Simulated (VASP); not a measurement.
# GaN (gallium nitride) (P6_3mc) in VASP: single point with r2SCAN

Aim: the single point of GaN (gallium nitride) with r2SCAN.

All numbers are computed with VASP 6.6.1; they aren't measurements. Logs are shortened: lines on timing, memory, paths and dates and some standing lists are left out, and cuts for length are marked.

**1. The cell of the first run**

Symmetry: P6_3mc, No. 186, hexagonal system. The conventional cell has a = 3.183 Å, b = 3.183 Å, c = 5.184 Å, α = 90.00°, β = 90.00°, γ = 120.00°. Ga (site symmetry 3m) has 4 N at 1.95 Å within 2.6 Å. N (site symmetry 3m) has 4 Ga at 1.95 Å within 2.6 Å.

**2. Single point, r2SCAN**

File POSCAR:

```
GaN
1.0
    3.1830885708      0.0000000000      0.0000000000
   -1.5915442854      2.7566355648      0.0000000000
    0.0000000000      0.0000000000      5.1835152961
Ga N
2 2
Direct
    0.3333333333      0.6666666667      0.0000106777
    0.6666666667      0.3333333333      0.5000106777
    0.3333333333      0.6666666667      0.3767893223
    0.6666666667      0.3333333333      0.8767893223
```

File INCAR.step1:

```
SYSTEM = GaN
PREC = Accurate ; ENCUT = 520
ISMEAR = 0 ; SIGMA = 0.01
LREAL = .False. ; LASPH = .True.
NELM = 60 ; NBANDS = 26
GGA = PE ; ALGO = Normal
EDIFF = 1E-4 ; LWAVE = .True.
LCHARG = .False.
```

File INCAR.step2:

```
SYSTEM = GaN
PREC = Accurate ; ENCUT = 520
EDIFF = 1E-6 ; ISMEAR = 0
SIGMA = 0.01 ; LREAL = .False.
LASPH = .True. ; NELM = 60
ALGO = Normal ; ISIF = 2
LWAVE = .False. ; LCHARG = .True.
METAGGA = R2SCAN ; LMIXTAU = .True.
LELF = .True. ; LVHAR = .True.
NBANDS = 26 ; ISTART = 1
```

File KPOINTS:

```
Automatic mesh
0
Gamma
  8 8 5
  0 0 0
```

Potentials or basis: VASP PAW PBE potentials, release 64 (Ga_d, N).

On the command line:

```console
$ cat potpaw_PBE.64/Ga_d/POTCAR potpaw_PBE.64/N/POTCAR > POTCAR
$ cp INCAR.step1 INCAR
$ mpirun -np 1 vasp_std > vasp.out
$ cp INCAR.step2 INCAR
$ mpirun -np 1 vasp_std > vasp.out
```

OUTCAR:

```text
SYSTEM = GaN
   PREC = Accurate
   ENCUT = 520
   EDIFF = 1E-6
   ISMEAR = 0
   LREAL = .False.
   LASPH = .True.
   NELM = 60
   ISIF = 2
   METAGGA = R2SCAN
   ISTART = 1

 ion  position               nearest neighbor table
   1  0.333  0.667  0.000-   4 1.95   4 1.95   4 1.95   3 1.95
   2  0.667  0.333  0.500-   3 1.95   3 1.95   3 1.95   4 1.95
   3  0.333  0.667  0.377-   2 1.95   2 1.95   2 1.95   1 1.95
   4  0.667  0.333  0.877-   1 1.95   1 1.95   1 1.95   2 1.95

  LATTYP: Found a hexagonal cell.
 ALAT       =     3.1830885708
 C/A-ratio  =     1.6284546222

  Lattice vectors:

 A1 = (   3.1830885708,   0.0000000000,   0.0000000000)
 A2 = (  -1.5915442854,   2.7566355648,   0.0000000000)
 A3 = (   0.0000000000,   0.0000000000,   5.1835152961)

Analysis of symmetry for initial positions (statically):
=====================================================================
 Subroutine PRICEL returns:
 Original cell was already a primitive cell.

 Routine SETGRP: Setting up the symmetry group for a
 hexagonal supercell.

 Subroutine GETGRP returns: Found 12 space group operations
 (whereof  6 operations were pure point group operations)
 out of a pool of 24 trial point group operations.

The static configuration has the point symmetry C_3v.
 The point group associated with its full space group is C_6v.

Analysis of symmetry for dynamics (positions and initial velocities):
=====================================================================
 Subroutine PRICEL returns:
 Original cell was already a primitive cell.

 Routine SETGRP: Setting up the symmetry group for a
 hexagonal supercell.

 Subroutine GETGRP returns: Found 12 space group operations
 (whereof  6 operations were pure point group operations)
 out of a pool of 24 trial point group operations.

The dynamic configuration has the point symmetry C_3v.
 The point group associated with its full space group is C_6v.

 Subroutine INISYM returns: Found 12 space group operations
 (whereof  6 operations are pure point group operations),
 and found     1 'primitive' translations

----------------------------------------------------------------------------------------

                                     Primitive cell

  volume of cell :      45.4834

  direct lattice vectors                    reciprocal lattice vectors
     3.183088571  0.000000000  0.000000000     0.314160281  0.181380523  0.000000000
    -1.591544285  2.756635565  0.000000000     0.000000000  0.362761046  0.000000000
     0.000000000  0.000000000  5.183515296     0.000000000  0.000000000  0.192919273

  length of vectors
     3.183088571  3.183088571  5.183515296     0.362761046  0.362761046  0.192919273

  position of ions in fractional coordinates (direct lattice)
     0.333333333  0.666666667  0.000010678
     0.666666667  0.333333333  0.500010678
     0.333333333  0.666666667  0.376789322
     0.666666667  0.333333333  0.876789322

  ion indices of the primitive-cell ions
   primitive index   ion index
                 1           1
                 2           2
                 3           3
                 4           4

----------------------------------------------------------------------------------------

 KPOINTS: Automatic mesh

Automatic generation of k-mesh.
 Grid dimensions read from file:
 generate k-points for:    8    8    5

 Generating k-lattice:

  Cartesian coordinates                     Fractional coordinates (reciprocal lattice)
     0.039270035  0.022672565  0.000000000     0.125000000  0.000000000  0.000000000
     0.000000000  0.045345131  0.000000000     0.000000000  0.125000000  0.000000000
     0.000000000  0.000000000  0.038583855     0.000000000  0.000000000  0.200000000

  Length of vectors
     0.045345131  0.045345131  0.038583855

  Shift w.r.t. Gamma in fractional coordinates (k-lattice)
     0.000000000  0.000000000  0.000000000

 Subroutine IBZKPT returns following result:
 ===========================================

 Found     30 irreducible k-points:

 Following reciprocal coordinates:
            Coordinates               Weight
  0.000000  0.000000  0.000000      1.000000
  0.125000 -0.000000  0.000000      6.000000
  0.250000 -0.000000  0.000000      6.000000
  0.375000 -0.000000  0.000000      6.000000
  0.500000 -0.000000  0.000000      3.000000
  0.125000  0.125000  0.000000      6.000000
[... 16 lines left out ...]
  0.250000 -0.000000  0.400000     12.000000
  0.375000 -0.000000  0.400000     12.000000
 [... further k-points ...]
   k-points           NKPTS =     30   k-points in BZ     NKDIM =     30   number of bands    NBANDS=     26
   number of dos      NEDOS =    301   number of ions     NIONS =      4
   total plane-waves  NPLWV =  23040
   dimension x,y,z NGX =    24 NGY =   24 NGZ =   40
   dimension x,y,z NGXF=    48 NGYF=   48 NGZF=   80
   ions per type =               2   2
   NGX,Y,Z   is equivalent  to a cutoff of  12.53, 12.53, 12.83 a.u.
   NGXF,Y,Z  is equivalent  to a cutoff of  25.07, 25.07, 25.66 a.u.
 SYSTEM =  GaN
   PREC   = accura    normal or accurate (medium, high low for compatibility)
   ISTART =      1    job   : 0-new  1-cont  2-samecut
   ICHARG =      0    charge: 1-file 2-atom 10-const
   ISPIN  =      1    spin polarized calculation?
   LNONCOLLINEAR =      F non collinear calculations
   LSORBIT =      F    spin-orbit coupling
   LASPH  =      T    aspherical Exc in radial PAW
   ENCUT  =  520.0 eV  38.22 Ry    6.18 a.u.   5.92  5.92  9.64*2*pi/ulx,y,z
   NELM   =     60;   NELMIN=  2; NELMDL=  0     # of ELM steps
   EDIFF  = 0.1E-05   stopping-criterion for ELM
   LREAL  =      F    real-space projection
   EDIFFG = 0.1E-04   stopping-criterion for IOM
   NSW    =      0    number of steps for IOM
   IBRION =     -1    ionic relax: 0-MD 1-quasi-New 2-CG
   NFREE  =      0    steps in history (QN), initial steepest desc. (CG)
   ISIF   =      2    stress and relaxation
   ISYM   =      2    0-nonsym 1-usesym 2-fastsym
   POTIM  = 0.5000    time-step for ionic-motion
   TEBEG  =    0.0;   TEEND  =   0.0 temperature during run
   PSTRESS=    0.0 pullay stress
   NELECT =      36.0000    total number of electrons
   NUPDOWN=      -1.0000    fix difference up-down
   EMIN   =  10.00;   EMAX   =-10.00  energy-range for DOS
   EFERMI =   0.00;   METHOD = LEGACY
   ISMEAR =     0;   SIGMA  =   0.01  broadening in eV -4-tet -1-fermi 0-gaus
   EFERMI_NEDOS =   21; number of points for ismear=-14 and -15
   IALGO  =     38    algorithm
   IMIX   =      4    mixing-type and parameters
     AMIX     =   0.40;   BMIX     =  1.00
     AMIX_MAG =   1.60;   BMIX_MAG =  1.00
  volume/ion in A,a.u.               =      11.37        76.73
  Fermi-wavevector in a.u.,A,eV,Ry     =   1.514345  2.861697 31.201437  2.293241
  Thomas-Fermi vector in A             =   2.624015
   LORBIT       =      0    0 simple, 1 ext, 2 COOP (PROOUT), +10 PAW based schemes
   METAGGA = R2SCAN    functional components
   LHFCALC =     F    Hartree Fock is set to
   AEXX    =    0.0000 exact exchange contribution
   IVDW    =     0    specifies the selected vdW correction
   LEPSILON=     F    determine dielectric tensor
   LRPA    =     F    only Hartree local field effects (RPA)
 non-spin polarized calculation
 Gauss-broadening in eV      SIGMA  =   0.01
  energy-cutoff  :      520.00
  volume of cell :       45.48
 maximum number of plane-waves:      1244
 NGX is ok and might be reduce to    24
   NGX = 11   NGY = 11   NGZ = 19

 number of electron      35.9999992 magnetization

 Free energy of the ion-electron system (eV)
  ---------------------------------------------------
  ext. energy  EPLUGINS =         0.00000000
  ---------------------------------------------------
  free energy    TOTEN  =       -43.82073387 eV

  energy without entropy =      -43.82073387  energy(sigma->0) =      -43.82073387

 E-fermi :   5.1460     XC(G=0): -12.6639

 val. band max:        5.1021390690   @ k =   0.0000   0.0000   0.0000
 cond. band min:       7.4459860425   @ k =   0.0000   0.0000   0.0000
 fundamental gap:      2.3438469735
 Fermi energy:         5.1459978403

 k-point     1 :       0.0000    0.0000    0.0000
  band No.  band energies     occupation
      1     -11.7105      2.00000
      2     -10.7040      2.00000
      3      -8.7267      2.00000
      4      -8.7109      2.00000
      5      -8.7109      2.00000
      6      -8.6423      2.00000
[... 18 lines left out ...]
     25      17.5897      0.00000
     26      17.5897      0.00000

 k-point     2 :       0.1250   -0.0000    0.0000
  band No.  band energies     occupation
      1     -11.5584      2.00000
      2     -10.6604      2.00000
      3      -8.7093      2.00000
      4      -8.6884      2.00000
      5      -8.6602      2.00000
      6      -8.6211      2.00000
[... 18 lines left out ...]
     25      17.1375      0.00000
     26      17.9337      0.00000

 k-point     3 :       0.2500   -0.0000    0.0000
  band No.  band energies     occupation
      1     -11.1916      2.00000
      2     -10.5736      2.00000
      3      -8.6673      2.00000
      4      -8.6469      2.00000
      5      -8.5740      2.00000
      6      -8.5356      2.00000
[... 18 lines left out ...]
     25      17.2881      0.00000
     26      18.6681      0.00000

 k-point     4 :       0.3750   -0.0000    0.0000
  band No.  band energies     occupation
      1     -10.8478      2.00000
      2     -10.5149      2.00000
      3      -8.6484      2.00000
      4      -8.6277      2.00000
      5      -8.5269      2.00000
      6      -8.4654      2.00000
[... 18 lines left out ...]
     25      17.7960      0.00000
     26      19.2222      0.00000
[... 496 lines left out ...]
      1     -11.1789      2.00000
      2     -10.8894      2.00000
      3      -8.6793      2.00000
      4      -8.6689      2.00000
      5      -8.6567      2.00000
      6      -8.6449      2.00000
[... 18 lines left out ...]
     25      16.4033      0.00000
     26      16.9328      0.00000

 k-point    23 :       0.2500   -0.0000    0.4000
  band No.  band energies     occupation
      1     -10.9081      2.00000
      2     -10.7124      2.00000
      3      -8.6498      2.00000
      4      -8.6199      2.00000
      5      -8.6104      2.00000
      6      -8.5759      2.00000
[... 18 lines left out ...]
     25      17.1827      0.00000
     26      17.8251      0.00000

 k-point    24 :       0.3750   -0.0000    0.4000
  band No.  band energies     occupation
      1     -10.6783      2.00000
      2     -10.5748      2.00000
      3      -8.6515      2.00000
      4      -8.6135      2.00000
      5      -8.5676      2.00000
      6      -8.5156      2.00000
[... 18 lines left out ...]
     25      17.5121      0.00000
     26      18.5396      0.00000

 [... further k-points ...]
[... 5 lines left out ...]
  --------------------------------------------------------------------------------------
  -------------------------------------------------------------------------------------
  Total        0.3175820      0.3175820      0.2860683      0.0000000      0.0000000      0.0000000
  in kB       11.1870096     11.1870096     10.0769208      0.0000000      0.0000000      0.0000000
  external PRESSURE =      10.8169800 kB  Pullay stress =       0.0000000 kB

 VOLUME and BASIS-vectors are now :
 -----------------------------------------------------------------------------
  energy-cutoff  :      520.00
  volume of cell :       45.48
      direct lattice vectors                 reciprocal lattice vectors
     3.183088571  0.000000000  0.000000000     0.314160281  0.181380523  0.000000000
    -1.591544285  2.756635565  0.000000000     0.000000000  0.362761046  0.000000000
     0.000000000  0.000000000  5.183515296     0.000000000  0.000000000  0.192919273

 POSITION                                       TOTAL-FORCE (eV/Angst)
 -----------------------------------------------------------------------------------
     -0.00000      1.83776      0.00006         0.000000      0.000000      0.009540
      1.59154      0.91888      2.59181        -0.000000     -0.000000      0.009540
     -0.00000      1.83776      1.95309         0.000000     -0.000000     -0.009540
      1.59154      0.91888      4.54485         0.000000      0.000000     -0.009540
 -----------------------------------------------------------------------------------
    total drift:                                0.000002      0.000004      0.054930

  FREE ENERGIE OF THE ION-ELECTRON SYSTEM (eV)
  ---------------------------------------------------
  free  energy   TOTEN  =       -43.8207338725 eV

  energy  without entropy=      -43.8207338725  energy(sigma->0) =      -43.82073387
```

It took 73 s on 1 thread of Intel Xeon Platinum 8375C at 2.90GHz (Ice Lake), shared host; peak memory 0.18 GiB.

What came out:

```yaml
Free_energy: -43.8207 eV
Pressure: 1.1 GPa
Largest_force: 0.010 eV/Å
Band_gap_on_the_k_mesh: 2.34 eV, direct
```

Forces in eV/Å, atoms in the order of the input:
```
Ga   0.000  0.000  0.010
Ga   0.000  0.000  0.010
N    0.000  0.000 -0.010
N    0.000  0.000 -0.010
```

Levels at points of the mesh, in eV from the valence-band top:
```tsv
k point	band 16	band 17	band 18	band 19	band 20	band 21
(0.00, 0.00, 0.00)	-0.04	0.00	0.00	2.34	4.81	9.96
(0.50, 0.00, 0.00)	-2.84	-2.24	-1.03	5.58	6.12	6.55
```

Caveat: the PAW data sets were made with another functional, which shifts forces and pressure a little.
